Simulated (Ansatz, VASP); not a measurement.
## Two plane-wave programs on Ge

```
Ge
1.0
     1.38677   -2.43572    0.00000
     1.38677    2.43572    0.00000
     0.00000    0.00000    2.64622
Ge
1
Direct
  0.50000 0.50000 0.00000
```

Change from the starting cell: strain -0.0450 x Voigt [0, 1, 0, 0, 0, 0], atoms carried along.

Alike in both runs: task single point; functional r2SCAN; k mesh 24 × 24 × 22; occupations gaussian, width 0.15 eV; no spin polarisation.

```csv
,VASP,Ansatz
version,VASP 6.6.1,Ansatz 0.2.0
potentials or method,"VASP PAW PBE potentials, release 64 (Ge_d), cutoff 520 eV","scalar-relativistic, plane waves, PAW"
valence electrons in the cell,14,14
```

|  | VASP | Ansatz | Ansatz less VASP |
| --- | --- | --- | --- |
| gap on the k mesh at the Fermi level (eV) | none | none | - |
| pressure (GPa) | 3.4 | 3.7 | +0.26 |
| traceless stress, the component that is largest in VASP (GPa) | -3.01 | -3.10 | -0.093 |

VASP's potentials were made for PBE, not for r2SCAN. A gap of «none» marks a metal or a gap that the smearing closes. The functional is the same, so the differences come from potentials, cutoffs and numerics.
